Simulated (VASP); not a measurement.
Write the native input for VASP 6.6.1 that does the following.

```yaml
Task: relaxation of cell and atoms
Functional: PBEsol
Potentials_or_basis: VASP PAW PBE potentials, release 64 (Ca_sv, Pt, S)
Cutoff: 600 eV
k_mesh: 4 × 4 × 6
Occupations: fermi-dirac, width 0.03 eV
Spin: no spin polarisation
Dipole_correction: no
Further_INCAR_settings: ALGO = Normal; EDIFF = 1e-06; IBRION = 2; EDIFFG = -0.01; NSW = 100; ISIF = 3
```

The structure of Ca2PtS3 lies in POSCAR:

```
Ca2PtS3
1.0
    2.8972192300     -6.1295880600      0.0000000000
    2.8972192300      6.1295880600      0.0000000000
    0.0000000000      0.0000000000      4.5626069300
Ca Pt S
2 1 3
Direct
    0.6549724600      0.3450275400      0.5000000000
    0.3450275400      0.6549724600      0.5000000000
    0.0000000000      0.0000000000      0.0000000000
    0.1453886500      0.8546113500      0.5000000000
    0.8546113500      0.1453886500      0.5000000000
    0.5000000000      0.5000000000      0.0000000000
```

The input as run:

INCAR

```
SYSTEM = Ca2PtS3
PREC = Accurate
ENCUT = 600
EDIFF = 1E-6
ISMEAR = -1
SIGMA = 0.03
LREAL = .FALSE.
LASPH = .TRUE.
NELM = 100
ALGO = Normal
ISIF = 3
LWAVE = .FALSE.
LCHARG = .FALSE.
GGA = PS
IBRION = 2
NSW = 100
EDIFFG = -0.01
```

KPOINTS

```
Automatic mesh
0
G
  4 4 6
  0 0 0
```

Potentials or basis: VASP PAW PBE potentials, release 64 (Ca_sv, Pt, S).

The run is started by

```console
$ cat potpaw_PBE.64/Ca_sv/POTCAR potpaw_PBE.64/Pt/POTCAR potpaw_PBE.64/S/POTCAR > POTCAR
$ mpirun -np 1 vasp_std > vasp.out
```

Results of the run:

* Relaxed volume: 21.85 Å³/atom
* Relaxed cell: a = 6.763 Å, b = 6.763 Å, c = 3.798 Å, α = 90.00°, β = 90.00°, γ = 130.98°
* Space group after relaxing (to 0.1 Å): Cmmm (No. 65)
* Energy gained by relaxing: 416.0 meV/atom
* Ionic steps: 14
* Pressure after relaxing: 0.0 GPa
* Largest force after relaxing: 0.006 eV/Å
* Band gap on the k mesh: zero (bands 24 and 25 overlap by 1.13 eV)

Caveat: the volume moved by over 15 % at a fixed basis, so the end points are rough; the PAW data sets were made with another functional, which shifts forces and pressure a little; spin-orbit coupling is left out, which moves the levels of the heavy elements.

Run time: 12 min on 1 thread of AMD EPYC 9R45 96-Core Processor (Zen 5) (shared host), peak memory 0.4 GiB.
